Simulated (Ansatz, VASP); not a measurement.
## Two plane-wave programs on WS2

INCAR

```
PREC = Accurate
ENCUT = 520
EDIFF = 1E-6
ISMEAR = -1
SIGMA = 0.05
LREAL = F
LASPH = T
NELM = 80
ALGO = Normal
ISIF = 2
LWAVE = F
LCHARG = F
GGA = PS
NBANDS = 20
```

KPOINTS

```
Automatic mesh
0
Gamma
  10 10 10
```

File POSCAR:

```
WS2
1.0
    1.5790000000      0.9116360800      6.1633333300
   -1.5790000000      0.9116360800      6.1633333300
    0.0000000000     -1.8232721500      6.1633333300
W S
1 2
Direct
    0.0000000000      0.0000000000      0.0000000000
    0.2497000000      0.2497000000      0.2497000000
    0.4190000000      0.4190000000      0.4190000000
```

Input for Ansatz:

```yaml
crystal:
  lattice:
    - [1.579, 0.91163608, 6.16333333]
    - [-1.579, 0.91163608, 6.16333333]
    - [0.0, -1.82327215, 6.16333333]
  atoms:
    - { symbol: W, position: [0.0, 0.0, 0.0] }
    - { symbol: S, position: [0.2497, 0.2497, 0.2497] }
    - { symbol: S, position: [0.419, 0.419, 0.419] }
kpoints:
  mp_grid:
    grid: [10, 10, 10]
hamiltonian:
  xc: pbesol
  pseudopotentials:
    kind: paw
scf:
  occupations:
    method: fermi_dirac
    width: 0.05
output:
  forces: true
  stress: true
```

Alike in both runs: task single point; functional PBEsol; k mesh 10 × 10 × 10; occupations fermi-dirac, width 0.05 eV; no spin polarisation.

|  | VASP | Ansatz |
| --- | --- | --- |
| version | VASP 6.6.1 | Ansatz 0.2.0 |
| potentials or method | VASP PAW PBE potentials, release 64 (W_sv, S) | plane waves, PAW |
| plane-wave cutoff (eV) | 520 | 420 |
| valence electrons in the cell | 26 | 26 |

```tsv
	VASP	Ansatz	Ansatz less VASP
pressure (GPa)	-0.5	-0.6	-0.11
traceless stress, the component that is largest in VASP (GPa)	0.72	0.69	-0.026
rms of the force components (eV/Å)	0.247	0.247	+0.0002
```

VASP's potentials were made for PBE, not for PBEsol. Atom by atom the forces differ by 0.009 eV/Å (rms over components). The functional is the same, so the differences come from potentials, cutoffs and numerics.

Neither program's run includes spin-orbit coupling.
